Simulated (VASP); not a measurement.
MoS2:

```
Mo S
1.0
     3.22747    0.00000    0.00000
    -1.61373    2.79507    0.00000
     0.00000    0.00000    6.31247
Mo S
1 2
Cartesian
  0.0000 0.0000 3.1562
  0.0000 1.8634 1.6117
  1.6137 0.9317 4.7008
```

```yaml
Program: VASP 6.6.1
Task: relaxation of volume and atoms at fixed shape
Functional: LDA
Potentials_or_basis: VASP PAW LDA potentials, release 64 (Mo_sv, S)
Cutoff: 600 eV
k_mesh: 9 × 9 × 4
Occupations: fermi-dirac, width 0.1 eV
Spin: no spin polarisation
```

At the start: pressure -5.8 GPa; volume 18.98 Å³/atom.

How do energy, volume and symmetry change on relaxing?

Over 9 steps the energy falls by 35.2 meV/atom and the volume is 17.01 Å³/atom (-10.4 %); space group P-3m1 (No. 164, to 0.1 Å) before and after.

Step by step:
```tsv
step	energy change (eV)	largest force (eV/Å)	pressure (GPa)	volume (Å³)
1	0.0000	0.1327	-5.76	56.94
2	0.0657	1.7901	10.52	51.50
3	-0.0415	0.5460	-0.33	54.77
4	-0.0652	0.4420	-0.27	53.93
5	-0.1041	0.1154	0.20	51.45
6	-0.1055	0.0277	0.37	50.85
7	-0.1055	0.0393	0.34	50.92
8	-0.1041	0.1329	-1.22	51.37
9	-0.1056	0.0018	-0.01	51.02
```

Final structure:
```
Mo S
1.0
     3.11140    0.00000    0.00000
    -1.55570    2.69455    0.00000
     0.00000    0.00000    6.08546
Mo S
1 2
Direct
  0.00000 0.00000 0.50000
  0.33333 0.66667 0.23881
  0.66667 0.33333 0.76119
```
